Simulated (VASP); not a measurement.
# BaZrO3 (Pm-3m) in VASP: notebook

BaZrO3 is run at these levels: PBE, r2SCAN; tasks: single point, relaxation of cell and atoms.

Everything below comes from runs of VASP 6.6.1. Logs are shortened: lines on timing, memory, paths and dates and some standing lists are left out, and cuts for length are marked.

## Step 1: The cell of the first run

The structure is cubic, space group Pm-3m (No. 221). Conventional cell: a = 4.191 Å, b = 4.191 Å, c = 4.191 Å, α = 90.00°, β = 90.00°, γ = 90.00°. Within 3.9 Å of Ba (site symmetry m-3m) lie 12 O at 2.96 Å and 8 Zr at 3.63 Å. Zr (site symmetry m-3m) has 6 O at 2.10 Å within 2.8 Å. Within 2.8 Å of O (site symmetry 4/mmm) lie 2 Zr at 2.10 Å.

## Step 2: Single point, PBE

INCAR reads:

```
SYSTEM = BaZrO3
PREC = Accurate
ENCUT = 520
EDIFF = 1E-7
ISMEAR = -1
SIGMA = 0.05
LREAL = .False.
LASPH = .True.
NELM = 80
ALGO = Normal
ISIF = 2
LWAVE = .False.
LCHARG = .True.
GGA = PE
LELF = .True.
LVHAR = .True.
NBANDS = 28
```

KPOINTS reads:

```
Automatic mesh
0
Gamma
  6 6 6
  0 0 0
```

POSCAR reads:

```
BaZrO3
1.0
    4.1913400000      0.0000000000      0.0000000000
    0.0000000000      4.1913400000      0.0000000000
    0.0000000000      0.0000000000      4.1913400000
Ba Zr O
1 1 3
Direct
    0.0000000000      0.0000000000      0.0000000000
    0.5000000000      0.5000000000      0.5000000000
    0.5000000000      0.5000000000      0.0000000000
    0.5000000000      0.0000000000      0.5000000000
    0.0000000000      0.5000000000      0.5000000000
```

Potentials or basis: VASP PAW PBE potentials, release 64 (Ba_sv, Zr_sv, O).

On the command line:

```bash
> cat potpaw_PBE.64/Ba_sv/POTCAR potpaw_PBE.64/Zr_sv/POTCAR potpaw_PBE.64/O/POTCAR > POTCAR
> mpirun -np 1 vasp_std > vasp.out
```

OUTCAR:

```text
SYSTEM = BaZrO3
   PREC = Accurate
   ENCUT = 520
   EDIFF = 1E-7
   ISMEAR = -1
   LREAL = .False.
   LASPH = .True.
   NELM = 80
   ISIF = 2
   GGA = PE

 ion  position               nearest neighbor table
   1  0.000  0.000  0.000-   3 2.96   4 2.96   5 2.96   4 2.96   5 2.96   3 2.96   5 2.96   5 2.96
                             3 2.96   4 2.96   4 2.96   3 2.96   2 3.63   2 3.63   2 3.63   2 3.63
   2  0.500  0.500  0.500-   3 2.10   4 2.10   5 2.10   3 2.10   4 2.10   5 2.10   1 3.63   1 3.63
                             1 3.63   1 3.63   1 3.63   1 3.63   1 3.63   1 3.63
   3  0.500  0.500  0.000-   2 2.10   2 2.10   1 2.96   1 2.96   1 2.96   1 2.96
   4  0.500  0.000  0.500-   2 2.10   2 2.10   1 2.96   1 2.96   1 2.96   1 2.96
   5  0.000  0.500  0.500-   2 2.10   2 2.10   1 2.96   1 2.96   1 2.96   1 2.96

  LATTYP: Found a simple cubic cell.
 ALAT       =     4.1913400000

  Lattice vectors:

 A1 = (   4.1913400000,   0.0000000000,   0.0000000000)
 A2 = (   0.0000000000,   4.1913400000,   0.0000000000)
 A3 = (   0.0000000000,   0.0000000000,   4.1913400000)

Analysis of symmetry for initial positions (statically):
=====================================================================
 Subroutine PRICEL returns:
 Original cell was already a primitive cell.

 Routine SETGRP: Setting up the symmetry group for a
 simple cubic supercell.

 Subroutine GETGRP returns: Found 48 space group operations
 (whereof 48 operations were pure point group operations)
 out of a pool of 48 trial point group operations.

The static configuration has the point symmetry O_h .

Analysis of symmetry for dynamics (positions and initial velocities):
=====================================================================
 Subroutine PRICEL returns:
 Original cell was already a primitive cell.

 Routine SETGRP: Setting up the symmetry group for a
 simple cubic supercell.

 Subroutine GETGRP returns: Found 48 space group operations
 (whereof 48 operations were pure point group operations)
 out of a pool of 48 trial point group operations.

The dynamic configuration has the point symmetry O_h .

 Subroutine INISYM returns: Found 48 space group operations
 (whereof 48 operations are pure point group operations),
 and found     1 'primitive' translations

----------------------------------------------------------------------------------------

[... 93 lines left out ...]
   EDIFF  = 0.1E-06   stopping-criterion for ELM
   LREAL  =      F    real-space projection
   EDIFFG = 0.1E-05   stopping-criterion for IOM
   NSW    =      0    number of steps for IOM
   IBRION =     -1    ionic relax: 0-MD 1-quasi-New 2-CG
   NFREE  =      0    steps in history (QN), initial steepest desc. (CG)
   ISIF   =      2    stress and relaxation
   ISYM   =      2    0-nonsym 1-usesym 2-fastsym
   POTIM  = 0.5000    time-step for ionic-motion
   TEBEG  =    0.0;   TEEND  =   0.0 temperature during run
   PSTRESS=    0.0 pullay stress
   NELECT =      40.0000    total number of electrons
   NUPDOWN=      -1.0000    fix difference up-down
   EMIN   =  10.00;   EMAX   =-10.00  energy-range for DOS
   EFERMI =   0.00;   METHOD = LEGACY
   ISMEAR =    -1;   SIGMA  =   0.05  broadening in eV -4-tet -1-fermi 0-gaus
   EFERMI_NEDOS =   21; number of points for ismear=-14 and -15
   IALGO  =     38    algorithm
   IMIX   =      4    mixing-type and parameters
     AMIX     =   0.40;   BMIX     =  1.00
     AMIX_MAG =   1.60;   BMIX_MAG =  1.00
  volume/ion in A,a.u.               =      14.73        99.38
  Fermi-wavevector in a.u.,A,eV,Ry     =   1.335802  2.524299 24.277770  1.784366
  Thomas-Fermi vector in A             =   2.464478
   LORBIT       =      0    0 simple, 1 ext, 2 COOP (PROOUT), +10 PAW based schemes
   GGA     = PE    functional components
   LHFCALC =     F    Hartree Fock is set to
   AEXX    =    0.0000 exact exchange contribution
   IVDW    =     0    specifies the selected vdW correction
   LEPSILON=     F    determine dielectric tensor
   LRPA    =     F    only Hartree local field effects (RPA)
 non-spin polarized calculation
  energy-cutoff  :      520.00
  volume of cell :       73.63
 maximum number of plane-waves:      2008
 NGX is ok and might be reduce to    32
   NGX = 15   NGY = 15   NGZ = 15

 number of electron      40.0000000 magnetization

 Free energy of the ion-electron system (eV)
  ---------------------------------------------------
  ext. energy  EPLUGINS =         0.00000000
  ---------------------------------------------------
  free energy    TOTEN  =       -41.68614465 eV

  energy without entropy =      -41.68614465  energy(sigma->0) =      -41.68614465

 E-fermi :   4.9441     XC(G=0): -10.7713

 val. band max:        3.7892290041   @ k =   0.5000   0.5000   0.5000
 cond. band min:       6.9786319037   @ k =   0.0000   0.0000   0.0000
 fundamental gap:      3.1894028997
 Fermi energy:         4.9440554083

 k-point     1 :       0.0000    0.0000    0.0000
  band No.  band energies     occupation
      1     -43.2297      2.00000
      2     -21.5265      2.00000
      3     -21.3909      2.00000
      4     -21.3909      2.00000
      5     -21.3909      2.00000
      6     -12.5826      2.00000
[... 609 lines left out ...]
     27      12.9334      0.00000
     28      12.9334      0.00000

------------------------ aborting loop because EDIFF is reached ----------------------------------------

  FORCE on cell =-STRESS in cart. coord.  units (eV):
  Direction    XX          YY          ZZ          XY          YZ          ZX
  --------------------------------------------------------------------------------------
  -------------------------------------------------------------------------------------
  Total        2.3429049      2.3429049      2.3429049      0.0000000      0.0000000      0.0000000
  in kB       50.9807899     50.9807899     50.9807899      0.0000000      0.0000000      0.0000000
  external PRESSURE =      50.9807899 kB  Pullay stress =       0.0000000 kB

 VOLUME and BASIS-vectors are now :
 -----------------------------------------------------------------------------
  energy-cutoff  :      520.00
  volume of cell :       73.63
      direct lattice vectors                 reciprocal lattice vectors
     4.191340000  0.000000000  0.000000000     0.238587182  0.000000000  0.000000000
     0.000000000  4.191340000  0.000000000     0.000000000  0.238587182  0.000000000
     0.000000000  0.000000000  4.191340000     0.000000000  0.000000000  0.238587182

 POSITION                                       TOTAL-FORCE (eV/Angst)
 -----------------------------------------------------------------------------------
      0.00000      0.00000      0.00000         0.000000      0.000000      0.000000
      2.09567      2.09567      2.09567         0.000000      0.000000      0.000000
      2.09567      2.09567      0.00000         0.000000      0.000000      0.000000
      2.09567      0.00000      2.09567         0.000000      0.000000      0.000000
      0.00000      2.09567      2.09567         0.000000      0.000000      0.000000
 -----------------------------------------------------------------------------------
    total drift:                                0.000000     -0.000000     -0.000000

  FREE ENERGIE OF THE ION-ELECTRON SYSTEM (eV)
  ---------------------------------------------------
  free  energy   TOTEN  =       -41.6861446485 eV

  energy  without entropy=      -41.6861446485  energy(sigma->0) =      -41.68614465
```

stdout:

```text
POSCAR found type information on POSCAR BaZrO
 POSCAR found :  3 types and       5 ions
 scaLAPACK will be used
 LDA part: xc-table for (Slater+PW92), standard interpolation
 POSCAR, INCAR and KPOINTS ok, starting setup
 FFT: planning ... GRIDC
 FFT: planning ... GRID_SOFT
 FFT: planning ... GRID
 WAVECAR not read
 entering main loop
```

It took 69 s on 1 thread of Intel Xeon 8259CL, shared host; peak memory 0.2 GiB.

What came out:

```yaml
Free_energy: -41.6861 eV
Pressure: 5.1 GPa
Band_gap_on_the_k_mesh: 3.19 eV (least direct gap 3.41 eV)
```

Caveat: the cell stands under pressure; spin-orbit coupling is left out, which moves the levels of the heavy elements.

## Step 3: Single point, PBE

This run uses another cell than the first one, of 15.11 Å³/atom.

INCAR reads:

```
PREC = Accurate ; ENCUT = 520
EDIFF = 1E-6 ; ISMEAR = -1
SIGMA = 0.05 ; LREAL = F
LASPH = T ; NELM = 80
ALGO = Normal ; ISIF = 2
LWAVE = F ; LCHARG = F
GGA = PE ; NBANDS = 28
```

KPOINTS reads:

```
Automatic mesh
0
Gamma
  6 6 6
```

POSCAR, as its differences from that of step 2:

```diff
@@ -2,5 +2,5 @@
 1.0
-    4.1913400000      0.0000000000      0.0000000000
-    0.0000000000      4.1913400000      0.0000000000
-    0.0000000000      0.0000000000      4.1913400000
+    4.2271626880      0.0000000000      0.0000000000
+    0.0000000000      4.2271626880      0.0000000000
+    0.0000000000      0.0000000000      4.2271626880
 Ba Zr O
```

Potentials or basis: VASP PAW PBE potentials, release 64 (Ba_sv, Zr_sv, O).

On the command line:

```bash
> cat potpaw_PBE.64/Ba_sv/POTCAR potpaw_PBE.64/Zr_sv/POTCAR potpaw_PBE.64/O/POTCAR > POTCAR
> mpirun -np 1 vasp_std > vasp.out
```

Run time: 67 s. Hardware: 1 thread of Intel Xeon 8259CL, shared host; peak memory 0.2 GiB.

The run converged. Its results:

| Property | Result |
| --- | --- |
| Free energy | -41.7234 eV |
| Pressure | 0.9 GPa |
| Band gap on the k mesh | 3.13 eV (least direct gap 3.38 eV) |

Levels at points of the mesh, in eV from the valence-band top:
| k point | band 17 | band 18 | band 19 | band 20 | band 21 | band 22 | band 23 | band 24 |
| --- | --- | --- | --- | --- | --- | --- | --- | --- |
| (0.00, 0.00, 0.00) | -0.95 | -0.25 | -0.25 | -0.25 | 3.13 | 3.13 | 3.13 | 4.62 |
| (0.50, 0.00, 0.00) | -1.69 | -1.61 | -0.49 | -0.49 | 3.55 | 5.54 | 5.54 | 6.34 |
| (0.50, 0.50, 0.00) | -0.93 | -0.93 | -0.85 | -0.07 | 5.52 | 5.52 | 6.31 | 6.34 |
| (0.50, 0.50, 0.50) | -2.52 | 0.00 | 0.00 | 0.00 | 5.88 | 5.88 | 5.88 | 6.78 |

Caveat: spin-orbit coupling is left out, which moves the levels of the heavy elements. A k mesh can miss the band edges.

## Step 4: Single point, r2SCAN

This run uses another cell than the first one, of 14.87 Å³/atom.

POSCAR, as its differences from that of step 3:

```diff
@@ -2,5 +2,5 @@
 1.0
-    4.2271626880      0.0000000000      0.0000000000
-    0.0000000000      4.2271626880      0.0000000000
-    0.0000000000      0.0000000000      4.2271626880
+    4.2051759332      0.0000000000      0.0000000000
+    0.0000000000      4.2051759332      0.0000000000
+    0.0000000000      0.0000000000      4.2051759332
 Ba Zr O
```

INCAR.step1 reads:

```
PREC = Accurate ; ENCUT = 520
ISMEAR = -1 ; SIGMA = 0.05
LREAL = F ; LASPH = T
NELM = 80 ; NBANDS = 28
GGA = PE ; ALGO = Normal
EDIFF = 1E-4 ; LWAVE = T
LCHARG = F
```

INCAR.step2 reads:

```
PREC = Accurate ; ENCUT = 520
EDIFF = 1E-6 ; ISMEAR = -1
SIGMA = 0.05 ; LREAL = F
LASPH = T ; NELM = 80
ALGO = Normal ; ISIF = 2
LWAVE = F ; LCHARG = T
METAGGA = R2SCAN ; LMIXTAU = T
LELF = T ; LVHAR = T
NBANDS = 28 ; ISTART = 1
```

KPOINTS is that of step 3.

On the command line:

```bash
> cat potpaw_PBE.64/Ba_sv/POTCAR potpaw_PBE.64/Zr_sv/POTCAR potpaw_PBE.64/O/POTCAR > POTCAR
> cp INCAR.step1 INCAR
> mpirun -np 1 vasp_std > vasp.out
> cp INCAR.step2 INCAR
> mpirun -np 1 vasp_std > vasp.out
```

Run time: 3.5 min. Hardware: 1 thread of Intel Xeon 8259CL, shared host; peak memory 0.21 GiB.

The run converged. Its results:

| Item | Value |
| --- | --- |
| Free energy | -85.1055 eV |
| Pressure | 1.0 GPa |
| Band gap on the k mesh | 3.68 eV (least direct gap 3.93 eV) |

Levels at points of the mesh, in eV from the valence-band top:
```csv
k point,band 18,band 19,band 20,band 21,band 22,band 23
"(0.00, 0.00, 0.00)",-0.25,-0.25,-0.25,3.68,3.68,3.68
"(0.50, 0.00, 0.00)",-1.66,-0.50,-0.50,4.11,6.16,6.16
"(0.50, 0.50, 0.00)",-0.94,-0.85,-0.07,6.13,6.13,6.93
"(0.50, 0.50, 0.50)",0.00,0.00,0.00,6.58,6.58,6.58
```

Caveat: the PAW data sets were made with another functional, which shifts forces and pressure a little; spin-orbit coupling is left out, which moves the levels of the heavy elements. r2SCAN opens gaps a little over a GGA but as a rule still falls short of measured ones.

## Step 5: Relaxation of cell and atoms, PBE

INCAR reads:

```
SYSTEM = BaZrO3
ALGO = Normal ; EDIFF = 1E-6
EDIFFG = -0.01 ; ENCUT = 600
GGA = PE ; IBRION = 2
ISIF = 3 ; ISMEAR = -1
LASPH = .True. ; LCHARG = .False.
LREAL = .False. ; LWAVE = .False.
NELM = 100 ; NSW = 60
PREC = Accurate ; SIGMA = 0.05
```

KPOINTS reads:

```
k-points
0
Gamma
  6 6 6
  0 0 0
```

POSCAR, as its differences from that of step 4:

```diff
@@ -2,5 +2,5 @@
 1.0
-    4.2051759332      0.0000000000      0.0000000000
-    0.0000000000      4.2051759332      0.0000000000
-    0.0000000000      0.0000000000      4.2051759332
+    4.1913400000      0.0000000000      0.0000000000
+    0.0000000000      4.1913400000      0.0000000000
+    0.0000000000      0.0000000000      4.1913400000
 Ba Zr O
```

On the command line:

```bash
> cat potpaw_PBE.64/Ba_sv/POTCAR potpaw_PBE.64/Zr_sv/POTCAR potpaw_PBE.64/O/POTCAR > POTCAR
> mpirun -np 1 vasp_std > vasp.out
```

Run time: 3.3 min. Hardware: 1 thread of Intel Xeon 8259CL, shared host; peak memory 0.25 GiB.

Results (log left out):

```yaml
Free_energy: -41.7284 eV
Relaxed_volume: 15.19 Å³/atom
Relaxed_cell: a = 4.235 Å, b = 4.235 Å, c = 4.235 Å, α = 90.00°, β = 90.00°, γ = 90.00°
Space_group_after_relaxing_to_0.1_Å: Pm-3m (No. 221)
Energy_gained_by_relaxing: 6.9 meV/atom
Ionic_steps: 3
Pressure_after_relaxing: 0.0 GPa
Band_gap_on_the_k_mesh: 3.12 eV (least direct gap 3.38 eV)
```

Step by step:
```tsv
step	energy change (eV)	largest force (eV/Å)	pressure (GPa)	volume (Å³)
1	0.0000	0.0000	4.94	73.63
2	0.0050	0.0000	-4.70	78.57
3	-0.0347	0.0000	-0.01	75.96
```

Final structure:
```yaml
crystal:
  lattice:
    - [4.23510, 0.00000, 0.00000]
    - [0.00000, 4.23510, 0.00000]
    - [0.00000, 0.00000, 4.23510]
  atoms:
    - { symbol: Ba, position: [0.00000, 0.00000, 0.00000] }
    - { symbol: Zr, position: [0.50000, 0.50000, 0.50000] }
    - { symbol: O, position: [0.50000, 0.50000, 0.00000] }
    - { symbol: O, position: [0.50000, 0.00000, 0.50000] }
    - { symbol: O, position: [0.00000, 0.50000, 0.50000] }
```

Levels at points of the mesh, in eV from the valence-band top:
```
           k point  band 17  band 18  band 19  band 20  band 21  band 22  band 23  band 24
(0.00, 0.00, 0.00)    -0.94    -0.26    -0.26    -0.26     3.12     3.12     3.12     4.61
(0.50, 0.00, 0.00)    -1.69    -1.60    -0.49    -0.49     3.54     5.51     5.51     6.32
(0.50, 0.50, 0.00)    -0.93    -0.93    -0.86    -0.07     5.48     5.48     6.27     6.31
(0.50, 0.50, 0.50)    -2.52     0.00     0.00     0.00     5.86     5.86     5.86     6.73
```

Caveat: spin-orbit coupling is left out, which moves the levels of the heavy elements.

## Step 6: Overview

| task | level | cell | cutoff (eV) | gap on the mesh (eV) | pressure (GPa) |
| --- | --- | --- | --- | --- | --- |
| single point | PBE | a = 4.191 Å, 5 atoms | 520 | 3.19 | 5.1 |
| single point | PBE | a = 4.227 Å, 5 atoms | 520 | 3.13 | 0.9 |
| single point | r2SCAN | a = 4.205 Å, 5 atoms | 520 | 3.68 | 1.0 |
| relaxation of cell and atoms | PBE | relaxed from a = 4.191 Å, 5 atoms | 600 | 3.12 | 0.0 |

Alike in all rows: potentials or basis VASP PAW PBE potentials, release 64 (Ba_sv, Zr_sv, O); no spin polarisation; k mesh 6 × 6 × 6; smearing fermi-dirac 0.05 eV.

Caveats: spin-orbit coupling is left out, which moves the levels of the heavy elements; the cell stands under pressure (at least some runs); the PAW data sets were made with another functional, which shifts forces and pressure a little (at least some runs).

Total energies depend on the potentials used, so only differences within one code and one set of settings carry meaning.
